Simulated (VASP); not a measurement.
A run of VASP 6.6.1 is set up as follows.

The input INCAR:

```
SYSTEM = GaAs
PREC = Accurate
ENCUT = 500
EDIFF = 1E-6
ISMEAR = 0
SIGMA = 0.01
LREAL = .False.
LASPH = .True.
NELM = 200
ALGO = Normal
ISIF = 2
LWAVE = .False.
LCHARG = .False.
MAGMOM = 0 0 0 0 0 0
LORBIT = 11
LSORBIT = .True.
GGA_COMPAT = .False.
LORBMOM = .True.
GGA = PE
NBANDS = 30
```

The input KPOINTS:

```
regular mesh
0
Gamma
  3 3 3
  0 0 0
```

Contents of POSCAR:

```
GaAs
1.0
    0.0000000000      2.8250000000      2.8250000000
    2.8250000000      0.0000000000      2.8250000000
    2.8250000000      2.8250000000      0.0000000000
Ga As
1 1
Direct
    0.0000000000      0.0000000000      0.0000000000
    0.2500000000      0.2500000000      0.2500000000
```

Potentials or basis: VASP PAW PBE potentials, release 64 (Ga_d, As).

Launch:

```bash
$ cat potpaw_PBE.64/Ga_d/POTCAR potpaw_PBE.64/As/POTCAR > POTCAR
$ mpirun -np 1 vasp_ncl > vasp.out
```

(1) Predict the net moment.

(2) Estimate the pressure.

Results:

(1) 0.00 μB per cell.

(2) 4.8 GPa.

Caveat: the k points lie up to 0.64 Å⁻¹ apart.
